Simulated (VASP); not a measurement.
# TiAl in VASP: settings compared, part 2 of 2

VASP 6.6.1. Earlier steps stand in the parts before.

**4. Single point, LDA (strained)**

File INCAR:

```
SYSTEM = TiAl
ALGO     = Normal         ! electronic algorithm
EDIFF    = 1E-6           ! SCF threshold, eV
ENCUT    = 520            ! plane-wave cutoff, eV
ISIF     = 2              ! what is computed and relaxed
ISMEAR   = 0              ! smearing method
LASPH    = .True.         ! aspherical terms in the spheres
LCHARG   = .True.         ! write CHGCAR
LELF     = .True.         ! ELF
LREAL    = .False.        ! projectors in reciprocal space
LVHAR    = .True.       
LWAVE    = .False.        ! write WAVECAR
NBANDS   = 14             ! bands
NELM     = 100            ! most SCF steps
PREC     = Accurate       ! precision mode
SIGMA    = 0.1            ! smearing width, eV
```

File KPOINTS:

```
k-points
0
Gamma
  18 18 10
  0 0 0
```

File POSCAR:

```
TiAl
1.0
    2.8919780331      0.0000000000      0.0000000000
   -1.4459890165      2.5045264439      0.0000000000
    0.0000000000      0.0000000000      4.4377230955
Ti Al
1 1
Direct
    0.0000000000      0.0000000000      0.0000000000
    0.3333333300      0.6666666700      0.5000000000
```

Potentials or basis: VASP PAW LDA potentials, release 64 (Ti_sv, Al).

Command:

```
$ cat potpaw_LDA.64/Ti_sv/POTCAR potpaw_LDA.64/Al/POTCAR > POTCAR
$ mpirun -np 1 vasp_std > vasp.out
```

OUTCAR:

```text
SYSTEM = TiAl
   EDIFF = 1E-6
   ENCUT = 520
   ISIF = 2
   ISMEAR = 0
   LASPH = .True.
   LREAL = .False.
   NELM = 100
   PREC = Accurate

 ion  position               nearest neighbor table
   1  0.000  0.000  0.000-   2 2.78   2 2.78   2 2.78   2 2.78   2 2.78   2 2.78
   2  0.333  0.667  0.500-   1 2.78   1 2.78   1 2.78   1 2.78   1 2.78   1 2.78

  LATTYP: Found a hexagonal cell.
 ALAT       =     2.8919780331
 C/A-ratio  =     1.5344940538

  Lattice vectors:

 A1 = (   2.8919780331,   0.0000000000,   0.0000000000)
 A2 = (  -1.4459890165,   2.5045264439,   0.0000000000)
 A3 = (   0.0000000000,   0.0000000000,   4.4377230955)

Analysis of symmetry for initial positions (statically):
=====================================================================
 Subroutine PRICEL returns:
 Original cell was already a primitive cell.

 Routine SETGRP: Setting up the symmetry group for a
 hexagonal supercell.

 Subroutine GETGRP returns: Found 12 space group operations
 (whereof 12 operations were pure point group operations)
 out of a pool of 24 trial point group operations.

The static configuration has the point symmetry D_3h.

Analysis of symmetry for dynamics (positions and initial velocities):
=====================================================================
 Subroutine PRICEL returns:
 Original cell was already a primitive cell.

 Routine SETGRP: Setting up the symmetry group for a
 hexagonal supercell.

 Subroutine GETGRP returns: Found 12 space group operations
 (whereof 12 operations were pure point group operations)
 out of a pool of 24 trial point group operations.

The dynamic configuration has the point symmetry D_3h.

 Subroutine INISYM returns: Found 12 space group operations
 (whereof 12 operations are pure point group operations),
 and found     1 'primitive' translations

----------------------------------------------------------------------------------------

                                     Primitive cell

  volume of cell :      32.1426
[... 114 lines left out ...]
   GGA     = CA    functional components
   LHFCALC =     F    Hartree Fock is set to
   AEXX    =    0.0000 exact exchange contribution
   IVDW    =     0    specifies the selected vdW correction
   LEPSILON=     F    determine dielectric tensor
   LRPA    =     F    only Hartree local field effects (RPA)
 non-spin polarized calculation
 Gauss-broadening in eV      SIGMA  =   0.10
  energy-cutoff  :      520.00
  volume of cell :       32.14
 maximum number of plane-waves:       888
 NGX is ok and might be reduce to    24
   NGX = 11   NGY = 11   NGZ = 17

 number of electron      14.9999998 magnetization

 Free energy of the ion-electron system (eV)
  ---------------------------------------------------
  ext. energy  EPLUGINS =         0.00000000
  ---------------------------------------------------
  free energy    TOTEN  =       -13.21964263 eV

  energy without entropy =      -13.20591057  energy(sigma->0) =      -13.21277660

 E-fermi :   7.9529     XC(G=0): -11.3078

 val. band max:        7.9518251228   @ k =   0.3333   0.2778   0.5000
 cond. band min:       7.9557600325   @ k =   0.3333   0.2778   0.3000
 fundamental gap:      0.0039349098
 Fermi energy:         7.9528896841

 k-point     1 :       0.0000    0.0000    0.0000
  band No.  band energies     occupation
      1     -47.8121      2.00000
      2     -24.5302      2.00000
      3     -24.1193      2.00000
      4     -24.1193      2.00000
      5      -0.9612      2.00000
      6       5.8655      2.00000
      7       6.7112      2.00000
      8       9.1875      0.00000
      9       9.1875      0.00000
     10      10.5977      0.00000
     11      10.5977      0.00000
     12      12.7618      0.00000
     13      20.4220      0.00000
     14      20.4220      0.00000
[... 377 lines left out ...]
      1     -47.7206      2.00000
      2     -24.6381      2.00000
      3     -24.4384      2.00000
      4     -24.2841      2.00000
      5       3.6412      2.00000
      6       5.8494      2.00000
      7       6.5502      2.00000
      8       7.1781      2.00000
      9       9.4447      0.00000
     10      11.1496      0.00000
     11      12.2016      0.00000
     12      13.0427      0.00000
     13      13.5759      0.00000
     14      14.7222      0.00000

 [... further k-points ...]
[... 5 lines left out ...]
  --------------------------------------------------------------------------------------
  -------------------------------------------------------------------------------------
  Total       -0.7692650     -0.7692650      0.7537279     -0.0000000      0.0000000      0.0000000
  in kB      -38.3447337    -38.3447337     37.5702742     -0.0000000      0.0000000      0.0000000
  external PRESSURE =     -13.0397311 kB  Pullay stress =       0.0000000 kB

 VOLUME and BASIS-vectors are now :
 -----------------------------------------------------------------------------
  energy-cutoff  :      520.00
  volume of cell :       32.14
      direct lattice vectors                 reciprocal lattice vectors
     2.891978033  0.000000000  0.000000000     0.345784093  0.199638539  0.000000000
    -1.445989017  2.504526444  0.000000000     0.000000000  0.399277078  0.000000000
     0.000000000  0.000000000  4.437723095     0.000000000  0.000000000  0.225340784

 POSITION                                       TOTAL-FORCE (eV/Angst)
 -----------------------------------------------------------------------------------
      0.00000      0.00000      0.00000        -0.000000      0.000000      0.000000
     -0.00000      1.66968      2.21886         0.000000      0.000000      0.000000
 -----------------------------------------------------------------------------------
    total drift:                               -0.000000      0.000000      0.000000

  FREE ENERGIE OF THE ION-ELECTRON SYSTEM (eV)
  ---------------------------------------------------
  free  energy   TOTEN  =       -13.2196426299 eV

  energy  without entropy=      -13.2059105659  energy(sigma->0) =      -13.21277660
```

OSZICAR:

```text
N       E                     dE             d eps       ncg     rms          rms(c)
DAV:   1     0.980215820955E+02    0.98022E+02   -0.70941E+03  6216   0.108E+03
DAV:   2    -0.920110460246E+01   -0.10722E+03   -0.10315E+03  6456   0.296E+02
DAV:   3    -0.146686116522E+02   -0.54675E+01   -0.53526E+01  9400   0.645E+01
DAV:   4    -0.148160547462E+02   -0.14744E+00   -0.14718E+00  7102   0.954E+00
DAV:   5    -0.148214119497E+02   -0.53572E-02   -0.53567E-02  9252   0.166E+00    0.944E+00
DAV:   6    -0.134846076049E+02    0.13368E+01   -0.61291E+00  6974   0.303E+01    0.363E+00
DAV:   7    -0.132495500724E+02    0.23506E+00   -0.73298E-01  6750   0.101E+01    0.199E+00
DAV:   8    -0.132247194777E+02    0.24831E-01   -0.14874E-01  7200   0.415E+00    0.791E-01
DAV:   9    -0.132224916745E+02    0.22278E-02   -0.51258E-02  6758   0.324E+00    0.441E-01
DAV:  10    -0.132195927408E+02    0.28989E-02   -0.69327E-03  6882   0.105E+00    0.733E-02
DAV:  11    -0.132196556498E+02   -0.62909E-04   -0.90754E-04  8748   0.286E-01    0.538E-02
DAV:  12    -0.132196490425E+02    0.66073E-05   -0.40635E-05  6740   0.635E-02    0.318E-02
DAV:  13    -0.132196429606E+02    0.60820E-05   -0.11491E-05  7386   0.409E-02    0.102E-02
DAV:  14    -0.132196426299E+02    0.33068E-06   -0.13629E-06  5150   0.111E-02
   1 F= -.13219643E+02 E0= -.13212777E+02  d E =-.137321E-01
```

It took 99 s on 1 thread of Intel Xeon 8259CL, shared host; peak memory 0.22 GiB.

Results:

- Free energy: -13.2196 eV
- Pressure: -1.3 GPa
- Band gap on the k mesh: zero (an odd number of electrons rules out a gap without spin polarisation)

Caveat: the cell differs from its parent crystal (strained); the stress differs along the axes, from -4 to 4 GPa.

**5. Single point, PBE (strained)**

File INCAR:

```
PREC = Accurate ; ENCUT = 520
EDIFF = 1E-6 ; ISMEAR = 0
SIGMA = 0.1 ; LREAL = False
LASPH = True ; NELM = 100
ALGO = Normal ; ISIF = 2
LWAVE = False ; LCHARG = True
GGA = PE ; LELF = True
LVHAR = True ; NBANDS = 14
```

File KPOINTS:

```
regular mesh
0
Gamma
  18 18 10
```

File POSCAR:

```
TiAl
1.0
    2.8594059342      0.0000000000      0.0000000000
   -1.4297029670      2.4763181787      0.0000000000
    0.0000000000      0.0000000000      4.8056075426
Ti Al
1 1
Direct
    0.0000000000      0.0000000000      0.0000000000
    0.3333333300      0.6666666700      0.5000000000
```

Potentials or basis: VASP PAW PBE potentials, release 64 (Ti_sv, Al).

Command:

```
$ cat potpaw_PBE.64/Ti_sv/POTCAR potpaw_PBE.64/Al/POTCAR > POTCAR
$ mpirun -np 1 vasp_std > vasp.out
```

OUTCAR:

```text
PREC = Accurate
   ENCUT = 520
   EDIFF = 1E-6
   ISMEAR = 0
   LREAL = False
   LASPH = True
   NELM = 100
   ISIF = 2
   GGA = PE

 ion  position               nearest neighbor table
   1  0.000  0.000  0.000-   2 2.92   2 2.92   2 2.92   2 2.92   2 2.92   2 2.92
   2  0.333  0.667  0.500-   1 2.92   1 2.92   1 2.92   1 2.92   1 2.92   1 2.92

  LATTYP: Found a hexagonal cell.
 ALAT       =     2.8594059342
 C/A-ratio  =     1.6806314504

  Lattice vectors:

 A1 = (   2.8594059342,   0.0000000000,   0.0000000000)
 A2 = (  -1.4297029670,   2.4763181787,   0.0000000000)
 A3 = (   0.0000000000,   0.0000000000,   4.8056075426)

Analysis of symmetry for initial positions (statically):
=====================================================================
 Subroutine PRICEL returns:
 Original cell was already a primitive cell.

 Routine SETGRP: Setting up the symmetry group for a
 hexagonal supercell.

 Subroutine GETGRP returns: Found 12 space group operations
 (whereof 12 operations were pure point group operations)
 out of a pool of 24 trial point group operations.

[... 176 lines left out ...]
      5      -1.2215      2.00000
      6       5.2693      2.00000
      7       5.6208      2.00000
      8       8.9402      0.00000
      9       8.9402      0.00000
     10      10.4500      0.00000
     11      10.4500      0.00000
     12      11.1217      0.00000
     13      20.6983      0.00000
     14      20.6983      0.00000
[... 377 lines left out ...]
      1     -48.8027      2.00000
      2     -25.3378      2.00000
      3     -25.1224      2.00000
      4     -24.9639      2.00000
      5       3.5324      2.00000
      6       5.8056      2.00000
      7       6.2925      2.00000
      8       6.9065      2.00000
      9       9.2815      0.00000
     10      10.6420      0.00000
     11      11.5273      0.00000
     12      12.1055      0.00000
     13      13.0926      0.00000
     14      14.0048      0.00000

 [... further k-points ...]

------------------------ aborting loop because EDIFF is reached ----------------------------------------

  FORCE on cell =-STRESS in cart. coord.  units (eV):
  Direction    XX          YY          ZZ          XY          YZ          ZX
  --------------------------------------------------------------------------------------
  -------------------------------------------------------------------------------------
  Total       -0.0584582     -0.0584582     -1.3026977     -0.0000000      0.0000000     -0.0000000
  in kB       -2.7524892     -2.7524892    -61.3371584     -0.0000000      0.0000000     -0.0000000
  external PRESSURE =     -22.2807122 kB  Pullay stress =       0.0000000 kB

 VOLUME and BASIS-vectors are now :
 -----------------------------------------------------------------------------
  energy-cutoff  :      520.00
  volume of cell :       34.03
      direct lattice vectors                 reciprocal lattice vectors
     2.859405934  0.000000000  0.000000000     0.349722992  0.201912664  0.000000000
    -1.429702967  2.476318179  0.000000000     0.000000000  0.403825328  0.000000000
     0.000000000  0.000000000  4.805607543     0.000000000  0.000000000  0.208090234

 POSITION                                       TOTAL-FORCE (eV/Angst)
 -----------------------------------------------------------------------------------
      0.00000      0.00000      0.00000         0.000000     -0.000000      0.000000
     -0.00000      1.65088      2.40280        -0.000000      0.000000      0.000000
 -----------------------------------------------------------------------------------
    total drift:                               -0.000000      0.000000      0.000000

  FREE ENERGIE OF THE ION-ELECTRON SYSTEM (eV)
  ---------------------------------------------------
  free  energy   TOTEN  =       -12.0691444103 eV

  energy  without entropy=      -12.0574566085  energy(sigma->0) =      -12.06330051
```

OSZICAR:

```text
N       E                     dE             d eps       ncg     rms          rms(c)
DAV:   1     0.100005956540E+03    0.10001E+03   -0.70942E+03  6222   0.107E+03
DAV:   2    -0.755178660283E+01   -0.10756E+03   -0.10325E+03  6462   0.300E+02
DAV:   3    -0.133821822572E+02   -0.58304E+01   -0.57021E+01  9570   0.663E+01
DAV:   4    -0.135540131755E+02   -0.17183E+00   -0.17153E+00  7006   0.102E+01
DAV:   5    -0.135611969547E+02   -0.71838E-02   -0.71830E-02  9532   0.195E+00    0.897E+00
DAV:   6    -0.124079827776E+02    0.11532E+01   -0.59327E+00  7092   0.296E+01    0.386E+00
DAV:   7    -0.120965497540E+02    0.31143E+00   -0.81073E-01  6834   0.103E+01    0.196E+00
DAV:   8    -0.120732342848E+02    0.23315E-01   -0.17070E-01  7020   0.474E+00    0.824E-01
DAV:   9    -0.120716836954E+02    0.15506E-02   -0.47763E-02  6984   0.310E+00    0.398E-01
DAV:  10    -0.120690940863E+02    0.25896E-02   -0.79659E-03  7022   0.114E+00    0.557E-02
DAV:  11    -0.120691605042E+02   -0.66418E-04   -0.60367E-04  8200   0.224E-01    0.538E-02
DAV:  12    -0.120691524912E+02    0.80129E-05   -0.26587E-05  7308   0.473E-02    0.334E-02
DAV:  13    -0.120691449242E+02    0.75671E-05   -0.12950E-05  7232   0.435E-02    0.955E-03
DAV:  14    -0.120691444103E+02    0.51380E-06   -0.82732E-07  4636   0.906E-03
   1 F= -.12069144E+02 E0= -.12063301E+02  d E =-.116878E-01
```

stdout:

```text
POSCAR found type information on POSCAR TiAl
 POSCAR found :  2 types and       2 ions
 scaLAPACK will be used
 LDA part: xc-table for (Slater+PW92), standard interpolation
 POSCAR, INCAR and KPOINTS ok, starting setup
 FFT: planning ... GRIDC
 FFT: planning ... GRID_SOFT
 FFT: planning ... GRID
 WAVECAR not read
 entering main loop
```

Run time: 95 s. Hardware: 1 thread of Intel Xeon 8259CL, shared host; peak memory 0.24 GiB.

Results:

- Free energy: -12.0691 eV
- Pressure: -2.2 GPa
- Band gap on the k mesh: zero (an odd number of electrons rules out a gap without spin polarisation)

Caveat: the cell differs from its parent crystal (strained); the stress differs along the axes, from -6 to -0 GPa.

**6. Summary**

| level | potentials or basis | cell | gap on the mesh (eV) | pressure (GPa) |
| --- | --- | --- | --- | --- |
| PBE | VASP PAW PBE potentials, release 64 (Ti_sv, Al) | a = 2.837, b = 2.837, c = 4.488 Å, angles 90.0, 90.0, 120.0°, 2 atoms, strained and its atoms moved | none | 9.0 |
| PBE | VASP PAW PBE potentials, release 64 (Ti_sv, Al) | a = 2.779, b = 2.779, c = 4.604 Å, angles 90.0, 90.0, 120.0°, 2 atoms, strained | none | 9.7 |
| LDA | VASP PAW LDA potentials, release 64 (Ti_sv, Al) | a = 2.892, b = 2.892, c = 4.438 Å, angles 90.0, 90.0, 120.0°, 2 atoms, strained | none | -1.3 |
| PBE | VASP PAW PBE potentials, release 64 (Ti_sv, Al) | a = 2.859, b = 2.859, c = 4.806 Å, angles 90.0, 90.0, 120.0°, 2 atoms, strained | none | -2.2 |

Alike in all rows: task single point; no spin polarisation; k mesh 18 × 18 × 10; cutoff (eV) 520; smearing gaussian 0.1 eV.

Caveats: the stress differs along the axes, from 7 to 13 GPa (at least some runs); forces of over 1 eV/Å act on the atoms, so gaps and moduli don't describe the material at rest (at least some runs); the cell stands under pressure (at least some runs); the stress differs along the axes, from -4 to 4 GPa (at least some runs); the stress differs along the axes, from -6 to -0 GPa (at least some runs).

Total energies depend on the potentials used, so only differences within one code and one set of settings carry meaning.
